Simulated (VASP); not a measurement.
**RbSrCl3: single point with LDA**

RbSrCl3:

```
Rb Sr Cl
1.0
     5.69630    0.00000    0.00000
     0.00000    5.69630    0.00000
     0.00000    0.00000    5.69630
Rb Sr Cl
1 1 3
Cartesian
  2.8482 2.8482 3.1607
  0.0000 0.0000 0.0000
  2.8482 0.0000 0.0000
  0.0000 2.8482 0.0000
  0.0000 0.0000 2.8482
```

This cell differs from its parent crystal: all Rb atoms moved +0.312 Å, as atom 1 along Cartesian [0 0 1].

* Program: VASP 6.6.1
* Task: single point
* Functional: LDA
* Potentials or basis: VASP PAW LDA potentials, release 64 (Rb_sv, Sr_sv, Cl)
* Cutoff: 520 eV
* k mesh: 4 × 4 × 4
* Occupations: gaussian, width 0.05 eV
* Spin: no spin polarisation

- Pressure: -2.2 GPa
- Largest force: 0.106 eV/Å
- Band gap on the k mesh: 4.25 eV (least direct gap 4.46 eV)

Forces in eV/Å, atoms in the order of the input:
```
Rb   0.000  0.000  0.097
Sr   0.000  0.000  0.064
Cl   0.000  0.000 -0.106
Cl   0.000  0.000 -0.106
Cl   0.000  0.000  0.051
```

Levels at points of the mesh, in eV from the valence-band top:
| k point | band 17 | band 18 | band 19 | band 20 | band 21 | band 22 | band 23 | band 24 |
| --- | --- | --- | --- | --- | --- | --- | --- | --- |
| (0.00, 0.00, 0.00) | -0.41 | -0.22 | -0.22 | -0.22 | 4.25 | 5.73 | 5.78 | 5.78 |
| (0.50, 0.00, 0.00) | -0.67 | -0.51 | -0.29 | -0.28 | 5.88 | 5.99 | 6.16 | 6.91 |
| (0.00, 0.00, 0.50) | -0.64 | -0.53 | -0.31 | -0.31 | 5.90 | 5.97 | 6.16 | 6.95 |
| (0.50, 0.50, 0.00) | -0.67 | -0.59 | -0.59 | -0.04 | 6.69 | 7.00 | 7.00 | 7.12 |
| (0.00, 0.50, 0.50) | -0.66 | -0.63 | -0.62 | -0.01 | 6.70 | 6.97 | 6.98 | 7.08 |
| (0.50, 0.50, 0.50) | -1.26 | -0.03 | 0.00 | 0.00 | 6.05 | 6.86 | 6.89 | 6.89 |

Run time: 98 s on 1 thread of Intel(R) Xeon(R) Platinum 8375C CPU @ 2.90GHz (Ice Lake) (shared host), peak memory 0.27 GiB.

Caveat: the cell differs from its parent crystal (all Rb atoms moved +0.312 Å, as atom 1 along Cartesian [0 0 1]). A k mesh can miss the band edges.
